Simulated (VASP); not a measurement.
# Re (P6_3/mmc) in VASP: notebook

The runs below take Re through single point, with PBE.

Program: VASP 6.6.1. These are calculated values, not measurements. Logs are shortened: lines on timing, memory, paths and dates and some standing lists are left out, and cuts for length are marked.

## 1. The cell of the first run

It takes space group P6_3/mmc (No. 194, hexagonal). Conventional cell: a = 2.777 Å, b = 2.777 Å, c = 8.951 Å, α = 90.00°, β = 90.00°, γ = 120.00°. Within 3.6 Å of Re (site symmetry -3m) lie 12 Re at 2.75 to 2.78 Å. Within 3.6 Å of Re (site symmetry -6m2) lie 12 Re at 2.75 to 2.78 Å.

## 2. Single point, PBE

Contents of INCAR:

```
PREC = Accurate ; ENCUT = 520
EDIFF = 1E-7 ; ISMEAR = 0
SIGMA = 0.1 ; LREAL = F
LASPH = T ; NELM = 60
ALGO = Fast ; ISIF = 2
LWAVE = F ; LCHARG = F
GGA = PE ; NBANDS = 22
```

Contents of KPOINTS:

```
regular mesh
0
Gamma
  18 18 6
```

Contents of POSCAR:

```
Re
1.0
    2.7767253403      0.0000000000      0.0000000000
   -1.3883626701      2.4047146840      0.0000000000
    0.0000000000      0.0000000000      8.9505499596
Re
4
Direct
    0.0000000000      0.0000000000      0.0000000000
    0.3333333333      0.6666666667      0.2500000000
    0.0000000000      0.0000000000      0.5000000000
    0.6666666667      0.3333333333      0.7500000000
```

Potentials or basis: VASP PAW PBE potentials, release 64 (Re).

Started as:

```
cat potpaw_PBE.64/Re/POTCAR > POTCAR
mpirun -np 1 vasp_std > vasp.out
```

OUTCAR:

```text
PREC = Accurate
   ENCUT = 520
   EDIFF = 1E-7
   ISMEAR = 0
   LREAL = F
   LASPH = T
   NELM = 60
   ISIF = 2
   GGA = PE

 ion  position               nearest neighbor table
   1  0.000  0.000  0.000-   2 2.75   4 2.75   2 2.75   4 2.75   4 2.75   2 2.75
   2  0.333  0.667  0.250-   1 2.75   3 2.75   1 2.75   3 2.75   1 2.75   3 2.75
   3  0.000  0.000  0.500-   2 2.75   4 2.75   2 2.75   4 2.75   4 2.75   2 2.75
   4  0.667  0.333  0.750-   1 2.75   3 2.75   1 2.75   3 2.75   1 2.75   3 2.75

  LATTYP: Found a hexagonal cell.
 ALAT       =     2.7767253403
 C/A-ratio  =     3.2234192665

  Lattice vectors:

 A1 = (   2.7767253403,   0.0000000000,   0.0000000000)
 A2 = (  -1.3883626701,   2.4047146840,   0.0000000000)
 A3 = (   0.0000000000,   0.0000000000,   8.9505499596)

Analysis of symmetry for initial positions (statically):
=====================================================================
 Subroutine PRICEL returns:
 Original cell was already a primitive cell.

 Routine SETGRP: Setting up the symmetry group for a
 hexagonal supercell.

 Subroutine GETGRP returns: Found 24 space group operations
 (whereof 12 operations were pure point group operations)
 out of a pool of 24 trial point group operations.

The static configuration has the point symmetry D_3d.
 The point group associated with its full space group is D_6h.

Analysis of symmetry for dynamics (positions and initial velocities):
=====================================================================
 Subroutine PRICEL returns:
 Original cell was already a primitive cell.

 Routine SETGRP: Setting up the symmetry group for a
 hexagonal supercell.

 Subroutine GETGRP returns: Found 24 space group operations
 (whereof 12 operations were pure point group operations)
 out of a pool of 24 trial point group operations.

The dynamic configuration has the point symmetry D_3d.
 The point group associated with its full space group is D_6h.

 Subroutine INISYM returns: Found 24 space group operations
 (whereof 12 operations are pure point group operations),
 and found     1 'primitive' translations

----------------------------------------------------------------------------------------

                                     Primitive cell

  volume of cell :      59.7649

  direct lattice vectors                    reciprocal lattice vectors
     2.776725340  0.000000000  0.000000000     0.360136448  0.207924875  0.000000000
    -1.388362670  2.404714684  0.000000000     0.000000000  0.415849750  0.000000000
     0.000000000  0.000000000  8.950549960     0.000000000  0.000000000  0.111724978

  length of vectors
     2.776725340  2.776725340  8.950549960     0.415849750  0.415849750  0.111724978

  position of ions in fractional coordinates (direct lattice)
     0.000000000  0.000000000  0.000000000
     0.333333333  0.666666667  0.250000000
     0.000000000  0.000000000  0.500000000
     0.666666667  0.333333333  0.750000000

  ion indices of the primitive-cell ions
   primitive index   ion index
                 1           1
                 2           2
                 3           3
                 4           4

----------------------------------------------------------------------------------------

 KPOINTS: regular mesh

Automatic generation of k-mesh.
 Grid dimensions read from file:
 generate k-points for:   18   18    6

 Generating k-lattice:

  Cartesian coordinates                     Fractional coordinates (reciprocal lattice)
     0.020007580  0.011551382  0.000000000     0.055555556 -0.000000000  0.000000000
     0.000000000  0.023102764  0.000000000     0.000000000  0.055555556  0.000000000
     0.000000000  0.000000000  0.018620830     0.000000000  0.000000000  0.166666667

  Length of vectors
     0.023102764  0.023102764  0.018620830

  Shift w.r.t. Gamma in fractional coordinates (k-lattice)
     0.000000000  0.000000000  0.000000000

 Subroutine IBZKPT returns following result:
 ===========================================

 Found    148 irreducible k-points:

 Following reciprocal coordinates:
            Coordinates               Weight
  0.000000  0.000000  0.000000      1.000000
  0.055556 -0.000000  0.000000      6.000000
  0.111111 -0.000000  0.000000      6.000000
  0.166667 -0.000000  0.000000      6.000000
  0.222222 -0.000000  0.000000      6.000000
  0.277778 -0.000000  0.000000      6.000000
[... 16 lines left out ...]
  0.333333  0.111111  0.000000     12.000000
  0.388889  0.111111  0.000000     12.000000
 [... further k-points ...]
   k-points           NKPTS =    148   k-points in BZ     NKDIM =    148   number of bands    NBANDS=     22
   number of dos      NEDOS =    301   number of ions     NIONS =      4
   total plane-waves  NPLWV =  40320
   dimension x,y,z NGX =    24 NGY =   24 NGZ =   70
   dimension x,y,z NGXF=    48 NGYF=   48 NGZF=  140
   ions per type =               4
   NGX,Y,Z   is equivalent  to a cutoff of  14.37, 14.37, 13.00 a.u.
   NGXF,Y,Z  is equivalent  to a cutoff of  28.74, 28.74, 26.00 a.u.
 SYSTEM =  unknown system
   PREC   = accura    normal or accurate (medium, high low for compatibility)
   ISTART =      0    job   : 0-new  1-cont  2-samecut
   ICHARG =      2    charge: 1-file 2-atom 10-const
   ISPIN  =      1    spin polarized calculation?
   LNONCOLLINEAR =      F non collinear calculations
   LSORBIT =      F    spin-orbit coupling
   LASPH  =      T    aspherical Exc in radial PAW
   ENCUT  =  520.0 eV  38.22 Ry    6.18 a.u.   5.16  5.16 16.64*2*pi/ulx,y,z
   NELM   =     60;   NELMIN=  2; NELMDL= -5     # of ELM steps
   EDIFF  = 0.1E-06   stopping-criterion for ELM
   LREAL  =      F    real-space projection
   EDIFFG = 0.1E-05   stopping-criterion for IOM
   NSW    =      0    number of steps for IOM
   IBRION =     -1    ionic relax: 0-MD 1-quasi-New 2-CG
   NFREE  =      0    steps in history (QN), initial steepest desc. (CG)
   ISIF   =      2    stress and relaxation
   ISYM   =      2    0-nonsym 1-usesym 2-fastsym
   POTIM  = 0.5000    time-step for ionic-motion
   TEBEG  =    0.0;   TEEND  =   0.0 temperature during run
   PSTRESS=    0.0 pullay stress
   NELECT =      28.0000    total number of electrons
   NUPDOWN=      -1.0000    fix difference up-down
   EMIN   =  10.00;   EMAX   =-10.00  energy-range for DOS
   EFERMI =   0.00;   METHOD = LEGACY
   ISMEAR =     0;   SIGMA  =   0.10  broadening in eV -4-tet -1-fermi 0-gaus
   EFERMI_NEDOS =   21; number of points for ismear=-14 and -15
   IALGO  =     68    algorithm
   IMIX   =      4    mixing-type and parameters
     AMIX     =   0.40;   BMIX     =  1.00
     AMIX_MAG =   1.60;   BMIX_MAG =  1.00
  volume/ion in A,a.u.               =      14.94       100.83
  Fermi-wavevector in a.u.,A,eV,Ry     =   1.271488  2.402763 21.996274  1.616681
  Thomas-Fermi vector in A             =   2.404418
   LORBIT       =      0    0 simple, 1 ext, 2 COOP (PROOUT), +10 PAW based schemes
   GGA     = PE    functional components
   LHFCALC =     F    Hartree Fock is set to
   AEXX    =    0.0000 exact exchange contribution
   IVDW    =     0    specifies the selected vdW correction
   LEPSILON=     F    determine dielectric tensor
   LRPA    =     F    only Hartree local field effects (RPA)
 non-spin polarized calculation
 RMM-DIIS sequential band-by-band and
 Gauss-broadening in eV      SIGMA  =   0.10
  energy-cutoff  :      520.00
  volume of cell :       59.76
 maximum number of plane-waves:      1629
 NGX is ok and might be reduce to    24
   NGX = 11   NGY = 11   NGZ = 33

 number of electron      27.9999999 magnetization

 Free energy of the ion-electron system (eV)
  ---------------------------------------------------
  ext. energy  EPLUGINS =         0.00000000
  ---------------------------------------------------
  free energy    TOTEN  =       -49.71304546 eV

  energy without entropy =      -49.70045143  energy(sigma->0) =      -49.70674845

 E-fermi :   7.8001     XC(G=0): -13.6455

 val. band max:        7.7887061389   @ k =   0.3333   0.1111   0.1667
 cond. band min:       7.8004190068   @ k =   0.4444   0.0556   0.0000
 fundamental gap:      0.0117128678
 Fermi energy:         7.8000966177

 k-point     1 :       0.0000    0.0000    0.0000
  band No.  band energies     occupation
      1      -2.0635      2.00000
      2       0.2317      2.00000
      3       0.3021      2.00000
      4       1.2045      2.00000
      5       5.3008      2.00000
      6       5.3979      2.00000
[... 14 lines left out ...]
     21      10.2473      0.00000
     22      10.2527      0.00000

 k-point     2 :       0.0556   -0.0000    0.0000
  band No.  band energies     occupation
      1      -1.9389      2.00000
      2       0.3487      2.00000
      3       0.4182      2.00000
      4       1.3241      2.00000
      5       5.1267      2.00000
      6       5.3108      2.00000
[... 14 lines left out ...]
     21      10.2258      0.00000
     22      10.2705      0.00000

 k-point     3 :       0.1111   -0.0000    0.0000
  band No.  band energies     occupation
      1      -1.5756      2.00000
      2       0.6783      2.00000
      3       0.7444      2.00000
      4       1.6626      2.00000
      5       4.7485      2.00000
      6       5.0793      2.00000
[... 14 lines left out ...]
     21      10.1731      0.00000
     22      10.3716      0.00000
[... 476 lines left out ...]
 k-point    23 :       0.3333    0.1111    0.0000
  band No.  band energies     occupation
      1       1.5793      2.00000
      2       1.7696      2.00000
      3       2.3559      2.00000
      4       2.8545      2.00000
      5       3.6483      2.00000
      6       3.6927      2.00000
[... 14 lines left out ...]
     21      11.9349      0.00000
     22      12.7154      0.00000

 k-point    24 :       0.3889    0.1111    0.0000
  band No.  band energies     occupation
      1       1.5644      2.00000
      2       1.6108      2.00000
      3       2.2846      2.00000
      4       2.9752      2.00000
      5       3.5275      2.00000
      6       3.6628      2.00000
[... 14 lines left out ...]
     21      12.5624      0.00000
     22      13.5266      0.00000

 [... further k-points ...]

------------------------ aborting loop because EDIFF is reached ----------------------------------------

  FORCE on cell =-STRESS in cart. coord.  units (eV):
  Direction    XX          YY          ZZ          XY          YZ          ZX
  --------------------------------------------------------------------------------------
  -------------------------------------------------------------------------------------
  Total       -0.1799638     -0.1799638     -0.2154638     -0.0000000     -0.0000000      0.0000000
  in kB       -4.8244679     -4.8244679     -5.7761518     -0.0000000     -0.0000000      0.0000000
  external PRESSURE =      -5.1416959 kB  Pullay stress =       0.0000000 kB

 VOLUME and BASIS-vectors are now :
 -----------------------------------------------------------------------------
  energy-cutoff  :      520.00
  volume of cell :       59.76
      direct lattice vectors                 reciprocal lattice vectors
     2.776725340  0.000000000  0.000000000     0.360136448  0.207924875  0.000000000
    -1.388362670  2.404714684  0.000000000     0.000000000  0.415849750  0.000000000
     0.000000000  0.000000000  8.950549960     0.000000000  0.000000000  0.111724978

 POSITION                                       TOTAL-FORCE (eV/Angst)
 -----------------------------------------------------------------------------------
      0.00000      0.00000      0.00000        -0.000000      0.000000      0.000000
     -0.00000      1.60314      2.23764         0.000000     -0.000000     -0.000000
      0.00000      0.00000      4.47527        -0.000000      0.000000      0.000000
      1.38836      0.80157      6.71291        -0.000000      0.000000      0.000000
 -----------------------------------------------------------------------------------
    total drift:                               -0.000000      0.000000      0.000000

  FREE ENERGIE OF THE ION-ELECTRON SYSTEM (eV)
  ---------------------------------------------------
  free  energy   TOTEN  =       -49.7130454627 eV

  energy  without entropy=      -49.7004514318  energy(sigma->0) =      -49.70674845
```

Wall time 2.5 min (1 thread of Intel Xeon 6975P-C (Granite Rapids), shared host); peak memory 0.29 GiB.

Results:

- Free energy: -49.7130 eV
- Pressure: -0.5 GPa
- Band gap on the k mesh: zero (band 14 reaches 8.98 eV, above the bottom of band 15 at 6.49 eV)

Stress tensor (GPa, compression positive):
```
-0.48  0.00  0.00
 0.00 -0.48  0.00
 0.00  0.00 -0.58
```

Caveat: spin-orbit coupling is left out, which moves the levels of the heavy elements.

## 3. Single point, PBE

INCAR is that of step 2.

KPOINTS is that of step 2.

Contents of POSCAR:

```
Re
1.0
    2.7767253401      0.0000000000      0.0000000000
   -1.3883626700      2.4047146838      0.0000000000
    0.0000000000      0.0000000000      8.9505499604
Re
4
Direct
    0.0000000000      0.0000000000      0.0000000000
    0.3333333333      0.6666666667      0.2500000000
    0.0000000000      0.0000000000      0.5000000000
    0.6666666667      0.3333333333      0.7500000000
```

Potentials or basis: VASP PAW PBE potentials, release 64 (Re).

Started as:

```
cat potpaw_PBE.64/Re/POTCAR > POTCAR
mpirun -np 1 vasp_std > vasp.out
```

Wall time 9.8 min (1 thread of Intel Xeon Platinum 8375C at 2.90GHz (Ice Lake), shared host); peak memory 0.3 GiB.

The run converged. Its results:

| Item | Value |
| --- | --- |
| Free energy | -49.7130 eV |
| Pressure | -0.5 GPa |
| Band gap on the k mesh | zero (band 14 reaches 8.98 eV, above the bottom of band 15 at 6.49 eV) |

Stress tensor (GPa, compression positive):
```
-0.48  0.00  0.00
 0.00 -0.48  0.00
 0.00  0.00 -0.58
```

Levels at points of the mesh, in eV from the Fermi level:
```tsv
k point	band 11	band 12	band 13	band 14	band 15	band 16	band 17	band 18
(0.00, 0.00, 0.00)	-1.59	-1.22	-1.22	-1.11	-1.11	0.50	0.60	0.60
(0.50, 0.00, 0.00)	-0.81	0.29	0.29	1.10	2.05	3.80	3.82	3.98
(0.00, 0.00, 0.50)	-1.44	-1.44	-1.44	-1.44	-1.11	-1.11	1.13	1.13
(0.50, 0.00, 0.50)	-0.68	-0.68	0.26	0.26	2.64	2.64	3.85	3.85
```

Caveat: spin-orbit coupling is left out, which moves the levels of the heavy elements.
